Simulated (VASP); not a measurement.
# HC4 in VASP: a series of runs

Runs on HC4. Level: PBE+D3(BJ). Tasks: single point.

All numbers are computed with VASP 6.6.1; they aren't measurements. Logs are shortened: lines on timing, memory, paths and dates and some standing lists are left out, and cuts for length are marked.

## (1) The cell of the first run

The cell holds a slab with vacuum, 10 atoms: a = 4.931 Å, b = 4.931 Å, c = 18.000 Å, α = 90.00°, β = 90.00°, γ = 120.00°.

## (2) Single point, PBE+D3(BJ)

File INCAR:

```
SYSTEM = HC4
  ALGO = Normal
  DIPOL = 0.5 0.5 0.234
  EDIFF = 1E-6
  ENCUT = 520
  GGA = PE
  IDIPOL = 3
  ISIF = 2
  ISMEAR = 0
  IVDW = 12
  LASPH = .TRUE.
  LCHARG = .TRUE.
  LDIPOL = .TRUE.
  LELF = .TRUE.
  LREAL = .FALSE.
  LVACPOTAV = .TRUE.
  LVHAR = .TRUE.
  LWAVE = .FALSE.
  NBANDS = 28
  NELM = 100
  PREC = Accurate
  SIGMA = 0.1
```

File KPOINTS:

```
k-points
0
G
  6 6 1
  0 0 0
```

File POSCAR:

```
HC4
1.0
    4.9313048819      0.0000000000      0.0000000000
   -2.4656524409      4.2706353015      0.0000000000
    0.0000000000      0.0000000000     18.0000331942
C H
8 2
Direct
    0.3333333333      0.1666666667      0.2222236565
    0.3333333333      0.6666666667      0.2222236565
    0.8333333333      0.1666666667      0.2222236565
    0.8333333333      0.6666666667      0.2222236565
    0.1666666667      0.3333333333      0.2222218124
    0.1666666667      0.8333333333      0.2222218124
    0.6666666667      0.3333333333      0.2222218124
    0.6666666667      0.8333333333      0.2222218124
    0.1458575998      0.1666666667      0.2827791004
    0.5208090669      0.1666666667      0.2827791004
```

Potentials or basis: VASP PAW PBE potentials, release 64 (C, H).

On the command line:

```bash
cat potpaw_PBE.64/C/POTCAR potpaw_PBE.64/H/POTCAR > POTCAR
mpirun -np 1 vasp_std > vasp.out
```

OUTCAR:

```text
SYSTEM = HC4
   EDIFF = 1E-6
   ENCUT = 520
   GGA = PE
   ISIF = 2
   ISMEAR = 0
   IVDW = 12
   LASPH = .TRUE.
   LREAL = .FALSE.
   NELM = 100
   PREC = Accurate
 IVDW          = 12

 ion  position               nearest neighbor table
   1  0.333  0.167  0.222-   5 1.42   6 1.42   7 1.42   9 1.43  10 1.43
   2  0.333  0.667  0.222-   6 1.42   5 1.42   8 1.42
   3  0.833  0.167  0.222-   7 1.42   8 1.42   5 1.42
   4  0.833  0.667  0.222-   8 1.42   7 1.42   6 1.42
   5  0.167  0.333  0.222-   9 1.34   1 1.42   2 1.42   3 1.42
   6  0.167  0.833  0.222-   2 1.42   1 1.42   4 1.42
   7  0.667  0.333  0.222-  10 1.34   3 1.42   4 1.42   1 1.42
   8  0.667  0.833  0.222-   4 1.42   3 1.42   2 1.42
   9  0.146  0.167  0.283-   5 1.34   1 1.43
  10  0.521  0.167  0.283-   7 1.34   1 1.43

  LATTYP: Found a hexagonal cell.
 ALAT       =     4.9313048819
 C/A-ratio  =     3.6501562214

  Lattice vectors:

 A1 = (   4.9313048819,   0.0000000000,   0.0000000000)
 A2 = (  -2.4656524409,   4.2706353015,   0.0000000000)
 A3 = (   0.0000000000,   0.0000000000,  18.0000331942)

Analysis of symmetry for initial positions (statically):
=====================================================================
 Subroutine PRICEL returns:
 Original cell was already a primitive cell.

 Routine SETGRP: Setting up the symmetry group for a
 hexagonal supercell.

 Subroutine GETGRP returns: Found  2 space group operations
 (whereof  1 operations were pure point group operations)
 out of a pool of 24 trial point group operations.

The static configuration has the point symmetry C_1 .
 The point group associated with its full space group is C_1h.

Analysis of symmetry for dynamics (positions and initial velocities):
=====================================================================
 Subroutine PRICEL returns:
 Original cell was already a primitive cell.

 Routine SETGRP: Setting up the symmetry group for a
 hexagonal supercell.

 Subroutine GETGRP returns: Found  2 space group operations
 (whereof  1 operations were pure point group operations)
 out of a pool of 24 trial point group operations.

The dynamic configuration has the point symmetry C_1 .
 The point group associated with its full space group is C_1h.

 Subroutine INISYM returns: Found  2 space group operations
 (whereof  1 operations are pure point group operations),
 and found     1 'primitive' translations

----------------------------------------------------------------------------------------

                                     Primitive cell

  volume of cell :     379.0772

  direct lattice vectors                    reciprocal lattice vectors
     4.931304882  0.000000000  0.000000000     0.202786083  0.117078599  0.000000000
    -2.465652441  4.270635301  0.000000000     0.000000000  0.234157199  0.000000000
     0.000000000  0.000000000 18.000033194     0.000000000  0.000000000  0.055555453

  length of vectors
     4.931304882  4.931304882 18.000033194     0.234157199  0.234157199  0.055555453

  position of ions in fractional coordinates (direct lattice)
     0.333333333  0.166666667  0.222223656
     0.333333333  0.666666667  0.222223656
     0.833333333  0.166666667  0.222223656
     0.833333333  0.666666667  0.222223656
     0.166666667  0.333333333  0.222221812
     0.166666667  0.833333333  0.222221812
     0.666666667  0.333333333  0.222221812
     0.666666667  0.833333333  0.222221812
     0.145857600  0.166666667  0.282779100
     0.520809067  0.166666667  0.282779100

  ion indices of the primitive-cell ions
   primitive index   ion index
                 1           1
                 2           2
                 3           3
                 4           4
                 5           5
                 6           6
                 7           7
                 8           8
                 9           9
                10          10

----------------------------------------------------------------------------------------

 KPOINTS: k-points

Automatic generation of k-mesh.
 Grid dimensions read from file:
 generate k-points for:    6    6    1

 Generating k-lattice:

  Cartesian coordinates                     Fractional coordinates (reciprocal lattice)
     0.033797680  0.019513100  0.000000000     0.166666667  0.000000000  0.000000000
     0.000000000  0.039026200  0.000000000     0.000000000  0.166666667  0.000000000
     0.000000000  0.000000000  0.055555453     0.000000000  0.000000000  1.000000000

  Length of vectors
     0.039026200  0.039026200  0.055555453

  Shift w.r.t. Gamma in fractional coordinates (k-lattice)
     0.000000000  0.000000000  0.000000000

 Subroutine IBZKPT returns following result:
 ===========================================

 Found     13 irreducible k-points:

 Following reciprocal coordinates:
            Coordinates               Weight
  0.000000  0.000000  0.000000      1.000000
  0.166667  0.000000  0.000000      4.000000
  0.000000  0.166667  0.000000      2.000000
  0.333333  0.000000  0.000000      4.000000
  0.000000  0.333333  0.000000      2.000000
  0.500000  0.000000  0.000000      2.000000
  0.000000  0.500000  0.000000      1.000000
  0.166667  0.166667  0.000000      4.000000
 -0.333333  0.166667  0.000000      2.000000
  0.333333  0.166667  0.000000      4.000000
 -0.166667  0.500000  0.000000      4.000000
  0.500000  0.333333  0.000000      4.000000
  0.333333  0.333333  0.000000      2.000000
   k-points           NKPTS =     13   k-points in BZ     NKDIM =     13   number of bands    NBANDS=     28
   number of dos      NEDOS =    301   number of ions     NIONS =     10
   total plane-waves  NPLWV = 224000
   dimension x,y,z NGX =    40 NGY =   40 NGZ =  140
   dimension x,y,z NGXF=    80 NGYF=   80 NGZF=  280
   ions per type =               8   2
   NGX,Y,Z   is equivalent  to a cutoff of  13.48, 13.48, 12.93 a.u.
   NGXF,Y,Z  is equivalent  to a cutoff of  26.97, 26.97, 25.86 a.u.
 SYSTEM =  HC4
   PREC   = accura    normal or accurate (medium, high low for compatibility)
   ISTART =      0    job   : 0-new  1-cont  2-samecut
   ICHARG =      2    charge: 1-file 2-atom 10-const
   ISPIN  =      1    spin polarized calculation?
   LNONCOLLINEAR =      F non collinear calculations
   LSORBIT =      F    spin-orbit coupling
   LASPH  =      T    aspherical Exc in radial PAW
   ENCUT  =  520.0 eV  38.22 Ry    6.18 a.u.   9.17  9.17 33.47*2*pi/ulx,y,z
   NELM   =    100;   NELMIN=  2; NELMDL= -5     # of ELM steps
   EDIFF  = 0.1E-05   stopping-criterion for ELM
   LREAL  =      F    real-space projection
   EDIFFG = 0.1E-04   stopping-criterion for IOM
   NSW    =      0    number of steps for IOM
   IBRION =     -1    ionic relax: 0-MD 1-quasi-New 2-CG
   NFREE  =      0    steps in history (QN), initial steepest desc. (CG)
   ISIF   =      2    stress and relaxation
   ISYM   =      2    0-nonsym 1-usesym 2-fastsym
   POTIM  = 0.5000    time-step for ionic-motion
   TEBEG  =    0.0;   TEEND  =   0.0 temperature during run
   PSTRESS=    0.0 pullay stress
   NELECT =      34.0000    total number of electrons
   NUPDOWN=      -1.0000    fix difference up-down
   EMIN   =  10.00;   EMAX   =-10.00  energy-range for DOS
   EFERMI =   0.00;   METHOD = LEGACY
   ISMEAR =     0;   SIGMA  =   0.10  broadening in eV -4-tet -1-fermi 0-gaus
   EFERMI_NEDOS =   21; number of points for ismear=-14 and -15
   IALGO  =     38    algorithm
   IMIX   =      4    mixing-type and parameters
     AMIX     =   0.40;   BMIX     =  1.00
     AMIX_MAG =   1.60;   BMIX_MAG =  1.00
  volume/ion in A,a.u.               =      37.91       255.81
  Fermi-wavevector in a.u.,A,eV,Ry     =   0.732811  1.384812  7.306489  0.537012
  Thomas-Fermi vector in A             =   1.825366
   LORBIT       =      0    0 simple, 1 ext, 2 COOP (PROOUT), +10 PAW based schemes
   GGA     = PE    functional components
   LHFCALC =     F    Hartree Fock is set to
   AEXX    =    0.0000 exact exchange contribution
   IVDW    =    12    specifies the selected vdW correction
   LEPSILON=     F    determine dielectric tensor
   LRPA    =     F    only Hartree local field effects (RPA)
 non-spin polarized calculation
 Gauss-broadening in eV      SIGMA  =   0.10
  energy-cutoff  :      520.00
  volume of cell :      379.08
 maximum number of plane-waves:     10258
 NGX is ok and might be reduce to    40
   NGX = 19   NGY = 19   NGZ = 67

 dipolmoment           0.000000      0.000000      0.000009 electrons x Angstroem

 number of electron      33.9999998 magnetization

 dipolmoment           0.000000      0.000000     -0.105957 electrons x Angstroem

 Free energy of the ion-electron system (eV)
  ---------------------------------------------------
  ext. energy  EPLUGINS =         0.00000000
  ---------------------------------------------------
  free energy    TOTEN  =       -74.81379897 eV

  energy without entropy =      -74.80701644  energy(sigma->0) =      -74.81040770

 E-fermi :  -1.2457     XC(G=0):  -2.6588

 val. band max:       -1.2861534127   @ k =   0.0000   0.1667   0.0000
 cond. band min:      -1.1722545168   @ k =   0.1667   0.0000   0.0000
 fundamental gap:      0.1138988959
 Fermi energy:        -1.2456643172

 k-point     1 :       0.0000    0.0000    0.0000
  band No.  band energies     occupation
      1     -22.6040      2.00000
      2     -17.6176      2.00000
      3     -17.6001      2.00000
      4     -16.7658      2.00000
      5     -15.8767      2.00000
      6     -15.7974      2.00000
[... 20 lines left out ...]
     27       4.6833      0.00000
     28       4.7696      0.00000
[... 342 lines left out ...]
 k-point    13 :       0.3333    0.3333    0.0000
  band No.  band energies     occupation
      1     -21.4631      2.00000
      2     -20.3177      2.00000
      3     -19.6985      2.00000
      4     -15.5342      2.00000
      5     -15.1777      2.00000
      6     -13.4707      2.00000
[... 20 lines left out ...]
     27       4.4009      0.00000
     28       4.4197      0.00000

------------------------ aborting loop because EDIFF is reached ----------------------------------------

 Edisp (eV)   -0.78085

 E8    (eV) :    -0.2352

  FORCE on cell =-STRESS in cart. coord.  units (eV):
  Direction    XX          YY          ZZ          XY          YZ          ZX
  --------------------------------------------------------------------------------------
  -------------------------------------------------------------------------------------
  Total       9.88028     5.47749     0.73000     0.00000     2.59616     0.00000
  in kB      41.75921    23.15072     3.08536     0.00000    10.97272     0.00000
  external pressure =       22.67 kB  Pullay stress =        0.00 kB

 VOLUME and BASIS-vectors are now :
 -----------------------------------------------------------------------------
  energy-cutoff  :      520.00
  volume of cell :      379.08
      direct lattice vectors                 reciprocal lattice vectors
     4.931304882  0.000000000  0.000000000     0.202786083  0.117078599  0.000000000
    -2.465652441  4.270635301  0.000000000     0.000000000  0.234157199  0.000000000
     0.000000000  0.000000000 18.000033194     0.000000000  0.000000000  0.055555453

 POSITION                                       TOTAL-FORCE (eV/Angst)
 -----------------------------------------------------------------------------------
      1.23283      0.71177      4.00003        -0.000000     -1.849139     -0.048258
     -0.00000      2.84709      4.00003        -0.259571      1.273339      0.011096
      3.69848      0.71177      4.00003        -0.000000     -1.498574     -1.528530
      2.46565      2.84709      4.00003         0.259571      1.273339      0.011096
      0.00000      1.42355      4.00000        -1.467284      0.314990      0.900163
     -1.23283      3.55886      4.00000        -0.000000     -2.432203     -0.877054
      2.46565      1.42355      4.00000         1.467284      0.314990      0.900163
      1.23283      3.55886      4.00000         0.000000      0.221165     -0.100170
      0.30833      0.71177      5.09003         0.046647      1.191047      0.365747
      2.15733      0.71177      5.09003        -0.046647      1.191047      0.365747
 -----------------------------------------------------------------------------------
    total drift:                               -0.000000      0.000018      0.000581

  FREE ENERGIE OF THE ION-ELECTRON SYSTEM (eV)
  ---------------------------------------------------
  free  energy   TOTEN  =       -75.5946451973 eV

  energy  without entropy=      -75.5878626723  energy(sigma->0) =      -75.59125393

 vacuum level on the upper side and lower side of the slab         1.303         2.213
```

It took 3.5 min on 1 thread of Intel Xeon Platinum 8488C (Sapphire Rapids), shared host; peak memory 0.56 GiB.

Results:

| Property | Result |
| --- | --- |
| Free energy | -75.5946 eV |
| Largest force | 2.586 eV/Å |
| Band gap on the k mesh | zero (bands 17 and 18 overlap by 0.53 eV) |
| Dispersion energy per atom | -0.078 eV |

Forces in eV/Å, atoms in the order of the input:
```
C    0.000 -1.849 -0.048
C   -0.260  1.273  0.011
C    0.000 -1.499 -1.529
C    0.260  1.273  0.011
C   -1.467  0.315  0.900
C    0.000 -2.432 -0.877
C    1.467  0.315  0.900
C    0.000  0.221 -0.100
H    0.047  1.191  0.366
H   -0.047  1.191  0.366
```

Levels at points of the mesh, in eV from the Fermi level:
```csv
k point,band 14,band 15,band 16,band 17,band 18,band 19,band 20,band 21
"(0.00, 0.00, 0.00)",-4.22,-4.15,-3.70,-1.24,-0.27,0.34,0.67,2.55
"(0.50, 0.00, 0.00)",-6.07,-4.59,-4.32,0.26,1.20,1.59,2.39,4.19
"(0.00, 0.50, 0.00)",-5.77,-5.29,-4.38,0.19,0.66,1.63,3.55,4.14
```

## (3) Single point, PBE+D3(BJ)

File INCAR:

```
PREC = Accurate ; ENCUT = 520
EDIFF = 1E-6 ; ISMEAR = 0
SIGMA = 0.1 ; LREAL = F
LASPH = T ; NELM = 100
ALGO = Normal ; ISIF = 2
LWAVE = F ; LCHARG = F
LDIPOL = T ; IDIPOL = 3
DIPOL = 0.5 0.5 0.241 ; GGA = PE
IVDW = 12 ; NBANDS = 28
```

File KPOINTS:

```
Automatic mesh
0
Gamma
  6 6 1
```

POSCAR: that of step 2 with these lines changed.

```diff
@@ -16,3 +16,3 @@
     0.6666666667      0.8333333333      0.2222218124
-    0.1458575998      0.1666666667      0.2827791004
-    0.5208090669      0.1666666667      0.2827791004
+    0.1458575998      0.1666666667      0.3183345904
+    0.5208090669      0.1666666667      0.3183345904
```

Potentials or basis: VASP PAW PBE potentials, release 64 (C, H).

On the command line:

```bash
cat potpaw_PBE.64/C/POTCAR potpaw_PBE.64/H/POTCAR > POTCAR
mpirun -np 1 vasp_std > vasp.out
```

OUTCAR:

```text
PREC = Accurate
   ENCUT = 520
   EDIFF = 1E-6
   ISMEAR = 0
   LREAL = F
   LASPH = T
   NELM = 100
   ISIF = 2
   GGA = PE
   IVDW = 12
 IVDW          = 12

 ion  position               nearest neighbor table
   1  0.333  0.167  0.222-   5 1.42   6 1.42   7 1.42
   2  0.333  0.667  0.222-   6 1.42   5 1.42   8 1.42
   3  0.833  0.167  0.222-   7 1.42   8 1.42   5 1.42
   4  0.833  0.667  0.222-   8 1.42   7 1.42   6 1.42
   5  0.167  0.333  0.222-   1 1.42   2 1.42   3 1.42
   6  0.167  0.833  0.222-   2 1.42   1 1.42   4 1.42
   7  0.667  0.333  0.222-   3 1.42   4 1.42   1 1.42
   8  0.667  0.833  0.222-   4 1.42   3 1.42   2 1.42
   9  0.146  0.167  0.318-
  10  0.521  0.167  0.318-

  LATTYP: Found a hexagonal cell.
 ALAT       =     4.9313048819
 C/A-ratio  =     3.6501562214

  Lattice vectors:

[... 197 lines left out ...]
  band No.  band energies     occupation
      1     -22.9465      2.00000
      2     -17.7618      2.00000
      3     -17.6864      2.00000
      4     -17.6431      2.00000
      5     -16.6926      2.00000
      6     -16.6304      2.00000
[... 392 lines left out ...]
     27       4.5496      0.00000
     28       4.5895      0.00000

------------------------ aborting loop because EDIFF is reached ----------------------------------------

 vacuum level on the upper side and lower side of the slab       (xc-potential included)         0.785        -0.802

 Edisp (eV)   -0.90888

 E8    (eV) :    -0.2705

  FORCE on cell =-STRESS in cart. coord.  units (eV):
  Direction    XX          YY          ZZ          XY          YZ          ZX
  --------------------------------------------------------------------------------------
  -------------------------------------------------------------------------------------
  Total      -3.43355     0.81924     4.14499     0.00000     0.63206     0.00000
  in kB     -14.51198     3.46253    17.51886     0.00000     2.67141     0.00000
  external pressure =        2.16 kB  Pullay stress =        0.00 kB

 VOLUME and BASIS-vectors are now :
 -----------------------------------------------------------------------------
  energy-cutoff  :      520.00
  volume of cell :      379.08
      direct lattice vectors                 reciprocal lattice vectors
     4.931304882  0.000000000  0.000000000     0.202786083  0.117078599  0.000000000
    -2.465652441  4.270635301  0.000000000     0.000000000  0.234157199  0.000000000
     0.000000000  0.000000000 18.000033194     0.000000000  0.000000000  0.055555453

 POSITION                                       TOTAL-FORCE (eV/Angst)
 -----------------------------------------------------------------------------------
      1.23283      0.71177      4.00003        -0.000000     -0.298702     -0.979138
     -0.00000      2.84709      4.00003        -0.141691      0.241262     -0.062167
      3.69848      0.71177      4.00003        -0.000000     -0.168372     -0.403644
      2.46565      2.84709      4.00003         0.141691      0.241262     -0.062167
      0.00000      1.42355      4.00000        -0.162517      0.021085     -0.220063
     -1.23283      3.55886      4.00000        -0.000000     -0.448103     -0.762652
      2.46565      1.42355      4.00000         0.162517      0.021085     -0.220063
      1.23283      3.55886      4.00000         0.000000      0.025153      0.281564
      0.30833      0.71177      5.73003         1.959805      0.182665      1.214165
      2.15733      0.71177      5.73003        -1.959805      0.182665      1.214165
 -----------------------------------------------------------------------------------
    total drift:                               -0.000000      0.000004      0.000360

  FREE ENERGIE OF THE ION-ELECTRON SYSTEM (eV)
  ---------------------------------------------------
  free  energy   TOTEN  =       -76.2169567433 eV

  energy  without entropy=      -76.2110458440  energy(sigma->0) =      -76.21400129

 vacuum level on the upper side and lower side of the slab         2.768         1.128
```

OSZICAR:

```text
N       E                     dE             d eps       ncg     rms          rms(c)
DAV:   1     0.274353240180E+03    0.27435E+03   -0.12459E+04   760   0.899E+02
DAV:   2    -0.357289777558E+02   -0.31008E+03   -0.28793E+03  1148   0.216E+02
DAV:   3    -0.790651780413E+02   -0.43336E+02   -0.42860E+02   912   0.882E+01
DAV:   4    -0.803370228911E+02   -0.12718E+01   -0.12653E+01   940   0.191E+01
[... 15 lines left out ...]
DAV:  20    -0.753080643955E+02   -0.11894E-04   -0.73544E-07   592   0.246E-03    0.507E-04
DAV:  21    -0.753080695684E+02   -0.51729E-05   -0.15392E-07   584   0.130E-03    0.305E-04
DAV:  22    -0.753080725330E+02   -0.29645E-05   -0.90402E-08   584   0.106E-03    0.231E-04
DAV:  23    -0.753080738440E+02   -0.13110E-05   -0.27361E-08   568   0.704E-04    0.137E-04
DAV:  24    -0.753080743270E+02   -0.48298E-06   -0.11597E-08   584   0.380E-04
   1 F= -.76216957E+02 E0= -.76214001E+02  d E =-.591090E-02
```

Wall time 3.1 min (1 thread of Intel Xeon Platinum 8488C (Sapphire Rapids), shared host); peak memory 0.56 GiB.

Results:

| Item | Value |
| --- | --- |
| Free energy | -76.2170 eV |
| Largest force | 2.313 eV/Å |
| Band gap on the k mesh | zero (bands 17 and 18 overlap by 0.01 eV) |
| Dispersion energy per atom | -0.091 eV |

Forces on the atoms (eV/Å):
```
C    0.000 -0.299 -0.979
C   -0.142  0.241 -0.062
C    0.000 -0.168 -0.404
C    0.142  0.241 -0.062
C   -0.163  0.021 -0.220
C    0.000 -0.448 -0.763
C    0.163  0.021 -0.220
C    0.000  0.025  0.282
H    1.960  0.183  1.214
H   -1.960  0.183  1.214
```
